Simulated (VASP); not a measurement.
# FePt (Tetraferroplatinum) (P4/mmm) in VASP: notebook

Runs on FePt (Tetraferroplatinum). Level: PBE. Tasks: single point.

All numbers are computed with VASP 6.6.1; they aren't measurements. Logs are shortened: lines on timing, memory, paths and dates and some standing lists are left out, and cuts for length are marked.

## 1. The cell of the first run

Symmetry: P4/mmm, No. 123, tetragonal system. The conventional cell has a = 2.729 Å, b = 2.729 Å, c = 3.767 Å, α = 90.00°, β = 90.00°, γ = 90.00°. Within 3.6 Å of Fe (site symmetry 4/mmm) lie 8 Pt at 2.70 Å and 4 Fe at 2.73 Å. Pt (site symmetry 4/mmm) has 8 Fe at 2.70 Å and 4 Pt at 2.73 Å within 3.6 Å.

## 2. Single point, PBE, collinear spin, ferromagnetic start

File INCAR:

```
PREC = Accurate ; ENCUT = 520
EDIFF = 1E-6 ; ISMEAR = 0
SIGMA = 0.1 ; LREAL = False
LASPH = True ; NELM = 150
ALGO = Normal ; ISIF = 2
LWAVE = False ; LCHARG = False
ISPIN = 2 ; MAGMOM = 3.28 0.42
LORBIT = 11 ; LMAXMIX = 4
GGA = PE ; NBANDS = 20
```

File KPOINTS:

```
Automatic mesh
0
Gamma
  16 16 12
```

File POSCAR:

```
FePt
1.0
    2.7287949121      0.0000000000      0.0000000000
    0.0000000000      2.7287949121      0.0000000000
    0.0000000000      0.0000000000      3.7665048380
Fe Pt
1 1
Direct
    0.0000000000      0.0000000000      0.0000000000
    0.5000000000      0.5000000000      0.5000000000
```

Potentials or basis: VASP PAW PBE potentials, release 64 (Fe, Pt).

The run is started by

```sh
$ cat potpaw_PBE.64/Fe/POTCAR potpaw_PBE.64/Pt/POTCAR > POTCAR
$ mpirun -np 1 vasp_std > vasp.out
```

OUTCAR:

```text
PREC = Accurate
   ENCUT = 520
   EDIFF = 1E-6
   ISMEAR = 0
   LREAL = False
   LASPH = True
   NELM = 150
   ISIF = 2
   ISPIN = 2
   LORBIT = 11
   GGA = PE

 ion  position               nearest neighbor table
   1  0.000  0.000  0.000-   2 2.70   2 2.70   2 2.70   2 2.70   2 2.70   2 2.70   2 2.70   2 2.70

   2  0.500  0.500  0.500-   1 2.70   1 2.70   1 2.70   1 2.70   1 2.70   1 2.70   1 2.70   1 2.70

  LATTYP: Found a simple tetragonal cell.
 ALAT       =     2.7287949121
 C/A-ratio  =     1.3802813914

  Lattice vectors:

 A1 = (   2.7287949121,   0.0000000000,   0.0000000000)
 A2 = (   0.0000000000,   2.7287949121,   0.0000000000)
 A3 = (   0.0000000000,   0.0000000000,   3.7665048380)

Analysis of symmetry for initial positions (statically):
=====================================================================
 Subroutine PRICEL returns:
 Original cell was already a primitive cell.

 Routine SETGRP: Setting up the symmetry group for a
 simple tetragonal supercell.

 Subroutine GETGRP returns: Found 16 space group operations
 (whereof 16 operations were pure point group operations)
 out of a pool of 16 trial point group operations.

The static configuration has the point symmetry D_4h.

Analysis of symmetry for dynamics (positions and initial velocities):
=====================================================================
 Subroutine PRICEL returns:
 Original cell was already a primitive cell.

 Routine SETGRP: Setting up the symmetry group for a
 simple tetragonal supercell.

 Subroutine GETGRP returns: Found 16 space group operations
 (whereof 16 operations were pure point group operations)
 out of a pool of 16 trial point group operations.

The dynamic configuration has the point symmetry D_4h.

Analysis of structural, dynamic, and magnetic symmetry:
=====================================================================
 Subroutine PRICEL returns:
 Original cell was already a primitive cell.

 Routine SETGRP: Setting up the symmetry group for a
 simple tetragonal supercell.

 Subroutine GETGRP returns: Found 16 space group operations
 (whereof 16 operations were pure point group operations)
 out of a pool of 16 trial point group operations.

The overall configuration has the point symmetry D_4h.

 Subroutine INISYM returns: Found 16 space group operations
 (whereof 16 operations are pure point group operations),
 and found     1 'primitive' translations

----------------------------------------------------------------------------------------

                                     Primitive cell

  volume of cell :      28.0466

  direct lattice vectors                    reciprocal lattice vectors
     2.728794912  0.000000000  0.000000000     0.366462132  0.000000000  0.000000000
     0.000000000  2.728794912  0.000000000     0.000000000  0.366462132  0.000000000
     0.000000000  0.000000000  3.766504838     0.000000000  0.000000000  0.265498132

  length of vectors
     2.728794912  2.728794912  3.766504838     0.366462132  0.366462132  0.265498132

  position of ions in fractional coordinates (direct lattice)
     0.000000000  0.000000000  0.000000000
     0.500000000  0.500000000  0.500000000

  ion indices of the primitive-cell ions
   primitive index   ion index
                 1           1
                 2           2

----------------------------------------------------------------------------------------

 KPOINTS: Automatic mesh

Automatic generation of k-mesh.
 Grid dimensions read from file:
 generate k-points for:   16   16   12

 Generating k-lattice:

  Cartesian coordinates                     Fractional coordinates (reciprocal lattice)
     0.022903883  0.000000000  0.000000000     0.062500000  0.000000000  0.000000000
     0.000000000  0.022903883  0.000000000     0.000000000  0.062500000  0.000000000
     0.000000000  0.000000000  0.022124844     0.000000000  0.000000000  0.083333333

  Length of vectors
     0.022903883  0.022903883  0.022124844

  Shift w.r.t. Gamma in fractional coordinates (k-lattice)
     0.000000000  0.000000000  0.000000000

 Subroutine IBZKPT returns following result:
 ===========================================

 Found    315 irreducible k-points:

 Following reciprocal coordinates:
            Coordinates               Weight
  0.000000  0.000000  0.000000      1.000000
  0.062500  0.000000  0.000000      4.000000
  0.125000  0.000000  0.000000      4.000000
  0.187500  0.000000  0.000000      4.000000
  0.250000  0.000000  0.000000      4.000000
  0.312500  0.000000  0.000000      4.000000
[... 16 lines left out ...]
  0.437500  0.125000  0.000000      8.000000
  0.500000  0.125000  0.000000      4.000000
 [... further k-points ...]
   k-points           NKPTS =    315   k-points in BZ     NKDIM =    315   number of bands    NBANDS=     20
   number of dos      NEDOS =    301   number of ions     NIONS =      2
   total plane-waves  NPLWV =  11200
   dimension x,y,z NGX =    20 NGY =   20 NGZ =   28
   dimension x,y,z NGXF=    40 NGYF=   40 NGZF=   56
   ions per type =               1   1
   NGX,Y,Z   is equivalent  to a cutoff of  12.18, 12.18, 12.36 a.u.
   NGXF,Y,Z  is equivalent  to a cutoff of  24.37, 24.37, 24.72 a.u.
 SYSTEM =  unknown system
   PREC   = accura    normal or accurate (medium, high low for compatibility)
   ISTART =      0    job   : 0-new  1-cont  2-samecut
   ICHARG =      2    charge: 1-file 2-atom 10-const
   ISPIN  =      2    spin polarized calculation?
   LNONCOLLINEAR =      F non collinear calculations
   LSORBIT =      F    spin-orbit coupling
   LASPH  =      T    aspherical Exc in radial PAW
   ENCUT  =  520.0 eV  38.22 Ry    6.18 a.u.   5.07  5.07  7.00*2*pi/ulx,y,z
   NELM   =    150;   NELMIN=  2; NELMDL= -5     # of ELM steps
   EDIFF  = 0.1E-05   stopping-criterion for ELM
   LREAL  =      F    real-space projection
   EDIFFG = 0.1E-04   stopping-criterion for IOM
   NSW    =      0    number of steps for IOM
   IBRION =     -1    ionic relax: 0-MD 1-quasi-New 2-CG
   NFREE  =      0    steps in history (QN), initial steepest desc. (CG)
   ISIF   =      2    stress and relaxation
   ISYM   =      2    0-nonsym 1-usesym 2-fastsym
   POTIM  = 0.5000    time-step for ionic-motion
   TEBEG  =    0.0;   TEEND  =   0.0 temperature during run
   PSTRESS=    0.0 pullay stress
   NELECT =      18.0000    total number of electrons
   NUPDOWN=      -1.0000    fix difference up-down
   EMIN   =  10.00;   EMAX   =-10.00  energy-range for DOS
   EFERMI =   0.00;   METHOD = LEGACY
   ISMEAR =     0;   SIGMA  =   0.10  broadening in eV -4-tet -1-fermi 0-gaus
   EFERMI_NEDOS =   21; number of points for ismear=-14 and -15
   IALGO  =     38    algorithm
   IMIX   =      4    mixing-type and parameters
     AMIX     =   0.40;   BMIX     =  1.00
     AMIX_MAG =   1.60;   BMIX_MAG =  1.00
  volume/ion in A,a.u.               =      14.02        94.63
  Fermi-wavevector in a.u.,A,eV,Ry     =   1.412122  2.668524 27.131222  1.994089
  Thomas-Fermi vector in A             =   2.533903
   LORBIT       =     11    0 simple, 1 ext, 2 COOP (PROOUT), +10 PAW based schemes
   GGA     = PE    functional components
   LHFCALC =     F    Hartree Fock is set to
   AEXX    =    0.0000 exact exchange contribution
   IVDW    =     0    specifies the selected vdW correction
   LEPSILON=     F    determine dielectric tensor
   LRPA    =     F    only Hartree local field effects (RPA)
 spin polarized calculation
 Gauss-broadening in eV      SIGMA  =   0.10
  energy-cutoff  :      520.00
  volume of cell :       28.05
 maximum number of plane-waves:       776
   NGX = 11   NGY = 11   NGZ = 15

 number of electron      17.9999990 magnetization       3.2891253

 Free energy of the ion-electron system (eV)
  ---------------------------------------------------
  ext. energy  EPLUGINS =         0.00000000
  ---------------------------------------------------
  free energy    TOTEN  =       -14.80980604 eV

  energy without entropy =      -14.80379344  energy(sigma->0) =      -14.80679974

 E-fermi :   8.4718     XC(G=0): -12.9637

 val. band max:        8.4641331667   @ k =   0.5000   0.4375   0.0000
 cond. band min:       8.4816934799   @ k =   0.2500   0.0000   0.4167
 fundamental gap:      0.0175603132
 Fermi energy:         8.4718153279

 spin component 1

 k-point     1 :       0.0000    0.0000    0.0000
  band No.  band energies     occupation
      1      -0.9837      1.00000
      2       2.2393      1.00000
      3       2.4204      1.00000
      4       5.0941      1.00000
      5       5.0941      1.00000
      6       5.5361      1.00000
[... 12 lines left out ...]
     19      29.9482      0.00000
     20      29.9482      0.00000
[... 507 lines left out ...]
 k-point    24 :       0.5000    0.1250    0.0000
  band No.  band energies     occupation
      1       2.8758      1.00000
      2       3.5778      1.00000
      3       3.7503      1.00000
      4       4.0388      1.00000
      5       4.5580      1.00000
      6       5.0661      1.00000
[... 12 lines left out ...]
     19      30.0867      0.00000
     20      31.4900      0.00000

 [... further k-points ...]

 spin component 2

 k-point     1 :       0.0000    0.0000    0.0000
  band No.  band energies     occupation
      1      -0.8541      1.00000
      2       2.7991      1.00000
      3       2.8121      1.00000
      4       6.1893      1.00000
      5       6.1893      1.00000
      6       7.6769      1.00000
[... 12 lines left out ...]
     19      30.0545      0.00000
     20      30.0545      0.00000
[... 507 lines left out ...]
 k-point    24 :       0.5000    0.1250    0.0000
  band No.  band energies     occupation
      1       3.0321      1.00000
      2       3.9046      1.00000
      3       4.3205      1.00000
      4       4.4013      1.00000
      5       5.8843      1.00000
      6       6.5001      1.00000
[... 12 lines left out ...]
     19      30.7134      0.00000
     20      31.8426      0.00000

 [... further k-points ...]

------------------------ aborting loop because EDIFF is reached ----------------------------------------

  FORCE on cell =-STRESS in cart. coord.  units (eV):
  Direction    XX          YY          ZZ          XY          YZ          ZX
  --------------------------------------------------------------------------------------
  -------------------------------------------------------------------------------------
  Total       -0.0812303     -0.0812303     -0.0641099      0.0000000      0.0000000      0.0000000
  in kB       -4.6403224     -4.6403224     -3.6623122      0.0000000      0.0000000      0.0000000
  external PRESSURE =      -4.3143190 kB  Pullay stress =       0.0000000 kB

 VOLUME and BASIS-vectors are now :
 -----------------------------------------------------------------------------
  energy-cutoff  :      520.00
  volume of cell :       28.05
      direct lattice vectors                 reciprocal lattice vectors
     2.728794912  0.000000000  0.000000000     0.366462132  0.000000000  0.000000000
     0.000000000  2.728794912  0.000000000     0.000000000  0.366462132  0.000000000
     0.000000000  0.000000000  3.766504838     0.000000000  0.000000000  0.265498132

 POSITION                                       TOTAL-FORCE (eV/Angst)
 -----------------------------------------------------------------------------------
      0.00000      0.00000      0.00000         0.000000      0.000000      0.000000
      1.36440      1.36440      1.88325         0.000000      0.000000      0.000000
 -----------------------------------------------------------------------------------
    total drift:                               -0.000000      0.000000      0.000000

  FREE ENERGIE OF THE ION-ELECTRON SYSTEM (eV)
  ---------------------------------------------------
  free  energy   TOTEN  =       -14.8098060428 eV

  energy  without entropy=      -14.8037934381  energy(sigma->0) =      -14.80679974

 total charge

# of ion       s       p       d       tot
------------------------------------------
    1        0.403   0.438   6.111   6.952
    2        0.707   0.647   8.047   9.401
--------------------------------------------------
tot          1.110   1.084  14.158  16.352

 magnetization (x)

# of ion       s       p       d       tot
------------------------------------------
    1        0.005  -0.007   2.949   2.947
    2       -0.025  -0.067   0.416   0.323
--------------------------------------------------
tot         -0.020  -0.074   3.365   3.270
```

Run time: 6.2 min. Hardware: 1 thread of Intel Xeon Platinum 8259CL at 2.50GHz (Skylake/Cascade Lake), shared host; peak memory 0.37 GiB.

Results:

```yaml
Free_energy: -14.8098 eV
Pressure: -0.4 GPa
Net_moment: 3.29 μB per cell
Site_moments: Fe +2.95; Pt +0.32 μB
Valence_electrons_inside_the_program's_atomic_spheres: Fe 6.95; Pt 9.40
```

Stress tensor (GPa, compression positive):
```
-0.46  0.00  0.00
 0.00 -0.46  0.00
 0.00  0.00 -0.37
```

Levels at points of the mesh, in eV from the Fermi level:
Spin up:
```tsv
k point	band 7	band 8	band 9	band 10	band 11	band 12	band 13	band 14	band 15	band 16
(0.00, 0.00, 0.00)	-2.10	-1.98	-0.52	-0.43	-0.43	2.13	9.38	11.70	11.70	17.17
(0.50, 0.00, 0.00)	-2.61	-2.52	-2.16	-1.58	0.13	2.04	10.25	10.32	12.20	13.00
(0.50, 0.50, 0.00)	-0.56	-0.55	-0.55	0.58	1.68	1.68	7.55	9.89	10.73	12.22
(0.00, 0.00, 0.50)	-2.32	-2.32	-2.09	-2.09	-1.87	-0.79	15.48	15.66	16.11	16.11
(0.50, 0.00, 0.50)	-1.24	-0.90	-0.56	-0.54	-0.45	-0.43	4.62	6.62	16.17	16.52
(0.50, 0.50, 0.50)	-2.36	-1.75	-1.08	0.58	6.78	6.78	7.63	8.31	8.37	8.37
```
Spin down:
```tsv
k point	band 5	band 6	band 7	band 8	band 9	band 10	band 11	band 12
(0.00, 0.00, 0.00)	-2.28	-0.79	-0.71	0.56	1.66	1.66	1.69	2.31
(0.50, 0.00, 0.00)	-2.39	-1.32	-1.14	-0.83	0.58	0.74	2.36	2.56
(0.50, 0.50, 0.00)	0.95	1.23	1.64	1.70	1.70	1.73	1.81	1.81
(0.00, 0.00, 0.50)	-1.84	-1.84	-1.36	-0.54	0.18	0.49	0.49	1.47
(0.50, 0.00, 0.50)	-2.14	-0.45	-0.42	-0.36	0.92	1.47	1.58	1.62
(0.50, 0.50, 0.50)	-1.49	-1.29	-1.29	0.79	0.95	1.73	7.48	7.48
```

Caveat: spin-orbit coupling is left out, which moves the levels of the heavy elements.

## 3. Single point, PBE, collinear spin, ferromagnetic start

File INCAR:

```
SYSTEM = FePt
  ALGO = Normal
  EDIFF = 1E-7
  ENCUT = 520
  GGA = PE
  ISIF = 2
  ISMEAR = 0
  ISPIN = 2
  LASPH = .True.
  LCHARG = .False.
  LMAXMIX = 4
  LORBIT = 11
  LREAL = .False.
  LWAVE = .False.
  MAGMOM = 3.27 0.45
  NBANDS = 20
  NELM = 150
  PREC = Accurate
  SIGMA = 0.1
```

File KPOINTS:

```
k-points
0
Gamma
  16 16 12
  0 0 0
```

POSCAR is that of step 2.

Potentials or basis: VASP PAW PBE potentials, release 64 (Fe, Pt).

The run is started by

```sh
$ cat potpaw_PBE.64/Fe/POTCAR potpaw_PBE.64/Pt/POTCAR > POTCAR
$ mpirun -np 1 vasp_std > vasp.out
```

Run time: 4.1 min. Hardware: 1 thread of Intel Xeon Platinum 8259CL at 2.50GHz (Skylake/Cascade Lake), shared host; peak memory 0.37 GiB.

The run converged. Its results:

| Item | Value |
| --- | --- |
| Free energy | -14.8098 eV |
| Pressure | -0.4 GPa |
| Net moment | 3.29 μB per cell |
| Site moments | Fe +2.95; Pt +0.32 μB |
| Valence electrons inside the program's atomic spheres | Fe 6.95; Pt 9.40 |

Stress tensor (GPa, compression positive):
```
-0.47  0.00  0.00
 0.00 -0.47  0.00
 0.00  0.00 -0.38
```

Levels at points of the mesh, in eV from the Fermi level:
Spin up:
| k point | band 7 | band 8 | band 9 | band 10 | band 11 | band 12 | band 13 | band 14 | band 15 | band 16 |
| --- | --- | --- | --- | --- | --- | --- | --- | --- | --- | --- |
| (0.00, 0.00, 0.00) | -2.10 | -1.98 | -0.52 | -0.43 | -0.43 | 2.13 | 9.38 | 11.70 | 11.70 | 17.17 |
| (0.50, 0.00, 0.00) | -2.61 | -2.52 | -2.16 | -1.58 | 0.13 | 2.04 | 10.25 | 10.32 | 12.20 | 13.00 |
| (0.50, 0.50, 0.00) | -0.56 | -0.55 | -0.55 | 0.58 | 1.68 | 1.68 | 7.55 | 9.89 | 10.73 | 12.22 |
| (0.00, 0.00, 0.50) | -2.32 | -2.32 | -2.09 | -2.09 | -1.87 | -0.79 | 15.48 | 15.66 | 16.11 | 16.11 |
| (0.50, 0.00, 0.50) | -1.24 | -0.90 | -0.56 | -0.54 | -0.45 | -0.43 | 4.62 | 6.62 | 16.17 | 16.52 |
| (0.50, 0.50, 0.50) | -2.36 | -1.75 | -1.08 | 0.58 | 6.78 | 6.78 | 7.63 | 8.31 | 8.37 | 8.37 |
Spin down:
| k point | band 4 | band 5 | band 6 | band 7 | band 8 | band 9 | band 10 | band 11 | band 12 | band 13 |
| --- | --- | --- | --- | --- | --- | --- | --- | --- | --- | --- |
| (0.00, 0.00, 0.00) | -2.28 | -2.28 | -0.79 | -0.71 | 0.56 | 1.66 | 1.66 | 1.69 | 2.31 | 10.23 |
| (0.50, 0.00, 0.00) | -3.39 | -2.39 | -1.32 | -1.14 | -0.83 | 0.58 | 0.74 | 2.36 | 2.56 | 11.02 |
| (0.50, 0.50, 0.00) | -4.62 | 0.95 | 1.23 | 1.64 | 1.70 | 1.70 | 1.73 | 1.81 | 1.81 | 8.35 |
| (0.00, 0.00, 0.50) | -2.55 | -1.84 | -1.84 | -1.36 | -0.54 | 0.18 | 0.49 | 0.49 | 1.47 | 15.89 |
| (0.50, 0.00, 0.50) | -2.80 | -2.14 | -0.45 | -0.42 | -0.36 | 0.92 | 1.47 | 1.58 | 1.62 | 5.57 |
| (0.50, 0.50, 0.50) | -1.87 | -1.49 | -1.29 | -1.29 | 0.79 | 0.95 | 1.73 | 7.48 | 7.48 | 8.49 |

Caveat: spin-orbit coupling is left out, which moves the levels of the heavy elements.
